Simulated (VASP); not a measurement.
# AgPt3 (R-3m) in VASP: notebook

Runs on AgPt3. Level: LDA. Tasks: electric field gradients.

Program: VASP 6.6.1. These are calculated values, not measurements. Logs are shortened: lines on timing, memory, paths and dates and some standing lists are left out, and cuts for length are marked.

**1. The cell of the first run**

The structure is trigonal, space group R-3m (No. 166). Conventional cell: a = 5.488 Å, b = 5.488 Å, c = 6.823 Å, α = 90.00°, β = 90.00°, γ = 120.00°. Ag (site symmetry -3m) has 12 Pt at 2.74 to 2.77 Å within 3.6 Å. Pt (site symmetry 2/m) has 4 Ag at 2.74 to 2.77 Å and 8 Pt at 2.74 to 2.77 Å within 3.6 Å.

**2. Electric field gradients, LDA (equal xy, yz and zx shear strains of +1 %)**

The input, INCAR:

```
SYSTEM = AgPt3
ALGO = Normal
EDIFF = 1E-8
ENCUT = 520
GGA = CA
ISIF = 2
ISMEAR = -1
LASPH = .TRUE.
LCHARG = .FALSE.
LEFG = .TRUE.
LREAL = .FALSE.
LWAVE = .FALSE.
NBANDS = 28
NELM = 60
PREC = Accurate
SIGMA = 0.08
```

The input, KPOINTS:

```
k-points
0
G
  9 9 9
  0 0 0
```

The input, POSCAR:

```
AgPt3
1.0
    3.9000000000      0.0195000000      0.0195000000
    0.0195000000      3.9000000000      0.0195000000
    0.0195000000      0.0195000000      3.9000000000
Ag Pt
1 3
Direct
    0.0000000000      0.0000000000      0.0000000000
    0.0000000000      0.5000000000      0.5000000000
    0.5000000000      0.0000000000      0.5000000000
    0.5000000000      0.5000000000      0.0000000000
```

Potentials or basis: VASP PAW LDA potentials, release 64 (Ag, Pt).

Launch:

```sh
$ cat potpaw_LDA.64/Ag/POTCAR potpaw_LDA.64/Pt/POTCAR > POTCAR
$ mpirun -np 1 vasp_std > vasp.out
```

OUTCAR:

```text
SYSTEM = AgPt3
   EDIFF = 1E-8
   ENCUT = 520
   GGA = CA
   ISIF = 2
   ISMEAR = -1
   LASPH = .TRUE.
   LREAL = .FALSE.
   NELM = 60
   PREC = Accurate

 ion  position               nearest neighbor table
   1  0.000  0.000  0.000-   2 2.74   3 2.74   2 2.74   4 2.74   3 2.74   4 2.74   2 2.77   2 2.77
                             3 2.77   4 2.77   3 2.77   4 2.77
   2  0.000  0.500  0.500-   1 2.74   4 2.74   1 2.74   3 2.74   3 2.74   4 2.74   1 2.77   1 2.77
                             3 2.77   4 2.77   4 2.77   3 2.77
   3  0.500  0.000  0.500-   1 2.74   4 2.74   2 2.74   4 2.74   1 2.74   2 2.74   1 2.77   4 2.77
                             2 2.77   4 2.77   1 2.77   2 2.77
   4  0.500  0.500  0.000-   2 2.74   3 2.74   1 2.74   3 2.74   1 2.74   2 2.74   1 2.77   3 2.77
                             2 2.77   3 2.77   2 2.77   1 2.77

  LATTYP: Found a trigonal (rhomboedric) cell.
 ALAT       =     3.9000974988
 COS(alpha) =     0.0100244988

  Lattice vectors:

 A1 = (   3.9000000000,   0.0195000000,   0.0195000000)
 A2 = (   0.0195000000,   3.9000000000,   0.0195000000)
 A3 = (   0.0195000000,   0.0195000000,   3.9000000000)

Analysis of symmetry for initial positions (statically):
=====================================================================
 Subroutine PRICEL returns:
 Original cell was already a primitive cell.

 Routine SETGRP: Setting up the symmetry group for a
 trigonal (rhombohedral) supercell.

 Subroutine GETGRP returns: Found 12 space group operations
 (whereof 12 operations were pure point group operations)
 out of a pool of 12 trial point group operations.

The static configuration has the point symmetry D_3d.

Analysis of symmetry for dynamics (positions and initial velocities):
=====================================================================
 Subroutine PRICEL returns:
 Original cell was already a primitive cell.

 Routine SETGRP: Setting up the symmetry group for a
 trigonal (rhombohedral) supercell.

 Subroutine GETGRP returns: Found 12 space group operations
 (whereof 12 operations were pure point group operations)
 out of a pool of 12 trial point group operations.

The dynamic configuration has the point symmetry D_3d.

 Subroutine INISYM returns: Found 12 space group operations
 (whereof 12 operations are pure point group operations),
 and found     1 'primitive' translations

----------------------------------------------------------------------------------------

                                     Primitive cell

  volume of cell :      59.3146

  direct lattice vectors                    reciprocal lattice vectors
     3.900000000  0.019500000  0.019500000     0.256423014 -0.001275736 -0.001275736
     0.019500000  3.900000000  0.019500000    -0.001275736  0.256423014 -0.001275736
     0.019500000  0.019500000  3.900000000    -0.001275736 -0.001275736  0.256423014

  length of vectors
     3.900097499  3.900097499  3.900097499     0.256429361  0.256429361  0.256429361

  position of ions in fractional coordinates (direct lattice)
     0.000000000  0.000000000  0.000000000
     0.000000000  0.500000000  0.500000000
     0.500000000  0.000000000  0.500000000
     0.500000000  0.500000000  0.000000000

  ion indices of the primitive-cell ions
   primitive index   ion index
                 1           1
                 2           2
                 3           3
                 4           4

----------------------------------------------------------------------------------------

 KPOINTS: k-points

Automatic generation of k-mesh.
 Grid dimensions read from file:
 generate k-points for:    9    9    9

 Generating k-lattice:

  Cartesian coordinates                     Fractional coordinates (reciprocal lattice)
     0.028491446 -0.000141748 -0.000141748     0.111111111  0.000000000  0.000000000
    -0.000141748  0.028491446 -0.000141748     0.000000000  0.111111111  0.000000000
    -0.000141748 -0.000141748  0.028491446     0.000000000  0.000000000  0.111111111

  Length of vectors
     0.028492151  0.028492151  0.028492151

  Shift w.r.t. Gamma in fractional coordinates (k-lattice)
     0.000000000  0.000000000  0.000000000

 Subroutine IBZKPT returns following result:
 ===========================================

 Found     85 irreducible k-points:

 Following reciprocal coordinates:
            Coordinates               Weight
  0.000000  0.000000  0.000000      1.000000
  0.111111  0.000000  0.000000      6.000000
  0.222222 -0.000000  0.000000      6.000000
  0.333333  0.000000  0.000000      6.000000
  0.444444 -0.000000  0.000000      6.000000
  0.111111  0.111111  0.000000      6.000000
[... 16 lines left out ...]
 -0.333333  0.333333  0.000000      6.000000
  0.444444  0.444444  0.000000      6.000000
 [... further k-points ...]
   k-points           NKPTS =     85   k-points in BZ     NKDIM =     85   number of bands    NBANDS=     28
   number of dos      NEDOS =    301   number of ions     NIONS =      4
   total plane-waves  NPLWV =  27000
   dimension x,y,z NGX =    30 NGY =   30 NGZ =   30
   dimension x,y,z NGXF=    60 NGYF=   60 NGZF=   60
   ions per type =               1   3
   NGX,Y,Z   is equivalent  to a cutoff of  12.79, 12.79, 12.79 a.u.
   NGXF,Y,Z  is equivalent  to a cutoff of  25.58, 25.58, 25.58 a.u.
 SYSTEM =  AgPt3
   PREC   = accura    normal or accurate (medium, high low for compatibility)
   ISTART =      0    job   : 0-new  1-cont  2-samecut
   ICHARG =      2    charge: 1-file 2-atom 10-const
   ISPIN  =      1    spin polarized calculation?
   LNONCOLLINEAR =      F non collinear calculations
   LSORBIT =      F    spin-orbit coupling
   LASPH  =      T    aspherical Exc in radial PAW
   ENCUT  =  520.0 eV  38.22 Ry    6.18 a.u.   7.25  7.25  7.25*2*pi/ulx,y,z
   NELM   =     60;   NELMIN=  2; NELMDL= -5     # of ELM steps
   EDIFF  = 0.1E-07   stopping-criterion for ELM
   LREAL  =      F    real-space projection
   EDIFFG = 0.1E-06   stopping-criterion for IOM
   NSW    =      0    number of steps for IOM
   IBRION =     -1    ionic relax: 0-MD 1-quasi-New 2-CG
   NFREE  =      0    steps in history (QN), initial steepest desc. (CG)
   ISIF   =      2    stress and relaxation
   ISYM   =      2    0-nonsym 1-usesym 2-fastsym
   POTIM  = 0.5000    time-step for ionic-motion
   TEBEG  =    0.0;   TEEND  =   0.0 temperature during run
   PSTRESS=    0.0 pullay stress
   NELECT =      41.0000    total number of electrons
   NUPDOWN=      -1.0000    fix difference up-down
   EMIN   =  10.00;   EMAX   =-10.00  energy-range for DOS
   EFERMI =   0.00;   METHOD = LEGACY
   ISMEAR =    -1;   SIGMA  =   0.08  broadening in eV -4-tet -1-fermi 0-gaus
   EFERMI_NEDOS =   21; number of points for ismear=-14 and -15
   IALGO  =     38    algorithm
   IMIX   =      4    mixing-type and parameters
     AMIX     =   0.40;   BMIX     =  1.00
     AMIX_MAG =   1.60;   BMIX_MAG =  1.00
  volume/ion in A,a.u.               =      14.83       100.07
  Fermi-wavevector in a.u.,A,eV,Ry     =   1.447490  2.735360 28.507310  2.095228
  Thomas-Fermi vector in A             =   2.565439
   LORBIT       =      0    0 simple, 1 ext, 2 COOP (PROOUT), +10 PAW based schemes
   GGA     = CA    functional components
   LHFCALC =     F    Hartree Fock is set to
   AEXX    =    0.0000 exact exchange contribution
   IVDW    =     0    specifies the selected vdW correction
   LEPSILON=     F    determine dielectric tensor
   LRPA    =     F    only Hartree local field effects (RPA)
 non-spin polarized calculation
  energy-cutoff  :      520.00
  volume of cell :       59.31
 maximum number of plane-waves:      1612
 NGX is ok and might be reduce to    30
   NGX = 15   NGY = 15   NGZ = 15

 number of electron      41.0000007 magnetization

 Free energy of the ion-electron system (eV)
  ---------------------------------------------------
  ext. energy  EPLUGINS =         0.00000000
  ---------------------------------------------------
  free energy    TOTEN  =       -26.24187336 eV

  energy without entropy =      -26.17224244  energy(sigma->0) =      -26.20705790

 E-fermi :  10.8691     XC(G=0): -13.6949

 val. band max:       10.8506114952   @ k =   0.4444   0.4444   0.3333
 cond. band min:      10.8819262450   @ k =  -0.2222  -0.4444   0.1111
 fundamental gap:      0.0313147498
 Fermi energy:        10.8690931507

 k-point     1 :       0.0000    0.0000    0.0000
  band No.  band energies     occupation
      1       1.0675      2.00000
      2       3.8054      2.00000
      3       3.8054      2.00000
      4       3.9822      2.00000
      5       4.2258      2.00000
      6       4.2258      2.00000
[... 20 lines left out ...]
     27      21.0822      0.00000
     28      22.0639      0.00000

 k-point     2 :       0.1111    0.0000    0.0000
  band No.  band energies     occupation
      1       1.2304      2.00000
      2       3.8809      2.00000
      3       3.9148      2.00000
      4       4.0889      2.00000
      5       4.2901      2.00000
      6       4.3219      2.00000
[... 20 lines left out ...]
     27      21.4565      0.00000
     28      22.2086      0.00000

 k-point     3 :       0.2222   -0.0000    0.0000
  band No.  band energies     occupation
      1       1.7047      2.00000
      2       4.0630      2.00000
      3       4.2171      2.00000
      4       4.4004      2.00000
      5       4.4738      2.00000
      6       4.6067      2.00000
[... 20 lines left out ...]
     27      21.8101      0.00000
     28      21.8345      0.00000

 k-point     4 :       0.3333    0.0000    0.0000
  band No.  band energies     occupation
      1       2.4347      2.00000
      2       4.2172      2.00000
      3       4.6203      2.00000
      4       4.7595      2.00000
      5       4.8501      2.00000
      6       5.0666      2.00000
[... 578 lines left out ...]
     27      21.1247      0.00000
     28      22.1703      0.00000

 k-point    23 :      -0.3333    0.3333    0.0000
  band No.  band energies     occupation
      1       3.5583      2.00000
      2       4.9238      2.00000
      3       5.1106      2.00000
      4       5.3267      2.00000
      5       5.4127      2.00000
      6       5.4844      2.00000
[... 20 lines left out ...]
     27      21.8340      0.00000
     28      21.8475      0.00000

 k-point    24 :       0.4444    0.4444    0.0000
  band No.  band energies     occupation
      1       4.6289      2.00000
      2       5.0684      2.00000
      3       5.2464      2.00000
      4       5.6886      2.00000
      5       5.7153      2.00000
      6       5.7653      2.00000
[... 20 lines left out ...]
     27      22.0522      0.00000
     28      22.1285      0.00000

 [... further k-points ...]
[... 5 lines left out ...]
  --------------------------------------------------------------------------------------
  -------------------------------------------------------------------------------------
  Total        1.1088150      1.1088150      1.1088150     -0.4140286     -0.4140286     -0.4140286
  in kB       29.9507932     29.9507932     29.9507932    -11.1835470    -11.1835470    -11.1835470
  external PRESSURE =      29.9507932 kB  Pullay stress =       0.0000000 kB

 VOLUME and BASIS-vectors are now :
 -----------------------------------------------------------------------------
  energy-cutoff  :      520.00
  volume of cell :       59.31
      direct lattice vectors                 reciprocal lattice vectors
     3.900000000  0.019500000  0.019500000     0.256423014 -0.001275736 -0.001275736
     0.019500000  3.900000000  0.019500000    -0.001275736  0.256423014 -0.001275736
     0.019500000  0.019500000  3.900000000    -0.001275736 -0.001275736  0.256423014

 POSITION                                       TOTAL-FORCE (eV/Angst)
 -----------------------------------------------------------------------------------
      0.00000      0.00000      0.00000        -0.000000     -0.000000      0.000000
      0.01950      1.95975      1.95975         0.000000      0.000000      0.000000
      1.95975      0.01950      1.95975        -0.000000     -0.000000     -0.000000
      1.95975      1.95975      0.01950        -0.000000      0.000000      0.000000
 -----------------------------------------------------------------------------------
    total drift:                                0.000000      0.000000     -0.000000

  FREE ENERGIE OF THE ION-ELECTRON SYSTEM (eV)
  ---------------------------------------------------
  free  energy   TOTEN  =       -26.2418733561 eV

  energy  without entropy=      -26.1722424404  energy(sigma->0) =      -26.20705790

 Electric field gradients (V/A^2)
---------------------------------------------------------------------
 ion       V_xx      V_yy      V_zz      V_xy      V_xz      V_yz
---------------------------------------------------------------------
   1      -0.000    -0.000     0.000     3.393     3.393     3.393
   2     -15.599     7.799     7.799     6.131     6.131     4.472
   3       7.799   -15.599     7.799     6.131     4.472     6.131
   4       7.799     7.799   -15.599     4.472     6.131     6.131
---------------------------------------------------------------------

 Electric field gradients after diagonalization (V/A^2)
 (convention: |V_zz| > |V_xx| > |V_yy|)
----------------------------------------------------------------------
 ion       V_xx      V_yy      V_zz     asymmetry (V_yy - V_xx)/ V_zz
----------------------------------------------------------------------
   1      -3.393    -3.393     6.786       0.000
   2      14.749     3.327   -18.076       0.632
   3      14.749     3.327   -18.076       0.632
   4      14.749     3.327   -18.076       0.632
----------------------------------------------------------------------

           NMR quadrupolar parameters

 Cq : quadrupolar parameter    Cq=e*Q*V_zz/h
 eta: asymmetry parameters     (V_yy - V_xx)/ V_zz
 Q  : nuclear electric quadrupole moment in mb (millibarn)
----------------------------------------------------------------------
 ion       Cq(MHz)       eta       Q (mb)
----------------------------------------------------------------------
   1       0.016       0.000       1.000
   2      -0.044       0.632       1.000
   3      -0.044       0.632       1.000
   4      -0.044       0.632       1.000
----------------------------------------------------------------------
```

It took 2.7 min on 1 thread of Intel Xeon Platinum 8259CL at 2.50GHz (Skylake/Cascade Lake), shared host; peak memory 0.24 GiB.

What came out:

| Property | Result |
| --- | --- |
| Free energy | -26.2419 eV |
| Pressure | 3.0 GPa |
| Band gap on the k mesh | zero (an odd number of electrons rules out a gap without spin polarisation) |
| Largest electric field gradient by atom | Ag +6.8; Pt -18.1 V/Å² |

Levels at points of the mesh, in eV from the Fermi level:
```
           k point  band 18  band 19  band 20  band 21  band 22  band 23
(0.00, 0.00, 0.00)     0.32     0.77     0.77     0.78     1.94     1.94
```

Electric field gradients, principal values (V/Å²):
```tsv
atom	least	middle	greatest (by size)
1 Ag	-3.393	-3.393	6.786
2 Pt	3.327	14.749	-18.076
3 Pt	3.327	14.749	-18.076
4 Pt	3.327	14.749	-18.076
```

Caveat: the cell differs from its parent crystal (equal xy, yz and zx shear strains of +1 %); without QUAD_EFG the Cq values of the log hold for a quadrupole moment of 1 mb, not for the nuclei; spin-orbit coupling is left out, which moves the levels of the heavy elements.

(Part 1 of 2 ends here.)
